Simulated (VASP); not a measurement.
A run of VASP 6.6.1 is set up as follows.

Contents of INCAR:

```
SYSTEM = PbS
  PREC = Accurate
  ENCUT = 520
  EDIFF = 1E-7
  ISMEAR = 0
  SIGMA = 0.03
  LREAL = .FALSE.
  LASPH = .TRUE.
  NELM = 100
  ALGO = Normal
  ISIF = 2
  LWAVE = .FALSE.
  LCHARG = .FALSE.
  GGA = PE
  IVDW = 12
  NBANDS = 50
```

File KPOINTS:

```
Automatic mesh
0
G
  8 8 3
  0 0 0
```

POSCAR

```
PbS
1.0
   -2.9671314639     -2.9671314639      0.0000000000
    2.9671314639     -2.9671314639      0.0000000000
   -0.8901394392     -0.8901394392     11.8685258554
Pb S
4 4
Direct
    0.4625000000      0.5000000000      0.1250000000
   -0.1125000000      0.0000000000      0.3750000000
    0.3125000000      0.5000000000      0.6250000000
   -0.2625000000      0.0000000000      0.8750000000
   -0.0375000000      0.0000000000      0.1250000000
    0.3875000000      0.5000000000      0.3750000000
   -0.1875000000      0.0000000000      0.6250000000
    0.2375000000      0.5000000000      0.8750000000
```

Potentials or basis: VASP PAW PBE potentials, release 64 (Pb_d, S).

Launch:

```console
$ cat potpaw_PBE.64/Pb_d/POTCAR potpaw_PBE.64/S/POTCAR > POTCAR
$ mpirun -np 1 vasp_std > vasp.out
```

Problem. Estimate the pressure.

Solution. -0.8 GPa.

Problem. What does it give for the band gap on the k mesh?

Solution. 0.53 eV (least direct gap 0.64 eV).

Problem. What does it give for the largest force?

Solution. 0.296 eV/Å.

Problem. What does it give for the dispersion energy per atom?

Solution. -0.347 eV.

Stress tensor (GPa, compression positive):
```
-0.49 -0.66  0.60
-0.66 -0.49  0.60
 0.60  0.60 -1.39
```

Caveat: the cell differs from its parent crystal (the part above a cut slid along it); spin-orbit coupling is left out, which moves the levels of the heavy elements. A k mesh can miss the band edges.
